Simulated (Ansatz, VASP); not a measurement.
**One calculation of In, two programs**

```
CELL_PARAMETERS angstrom
-1.61015 1.61015 2.52671
1.61015 -1.61015 2.52671
1.61015 1.61015 -2.52671
ATOMIC_POSITIONS crystal
In 0.00000 0.00000 0.00000
```

Alike in both runs: functional r2SCAN; k mesh 18 × 18 × 18; occupations gaussian, width 0.1 eV; no spin polarisation.

Ansatz relaxed the structure, and its values are those at the end. VASP's run is a single point on that final structure, the one shown.

|  | VASP | Ansatz |
| --- | --- | --- |
| version | VASP 6.6.1 | Ansatz 0.2.0 |
| potentials or method | VASP PAW PBE potentials, release 64 (In_d), cutoff 520 eV | scalar-relativistic, plane waves, PAW |
| valence electrons in the cell | 13 | 13 |

```csv
,VASP,Ansatz,Ansatz less VASP
gap on the k mesh at the Fermi level (eV),none,none,-
pressure (GPa),0.0,0.0,-0.02
```

VASP's potentials were made for PBE, not for r2SCAN. A gap of «none» marks a metal or a gap that the smearing closes. With one functional, cell and mesh, what is left measures potentials, basis and numerics.
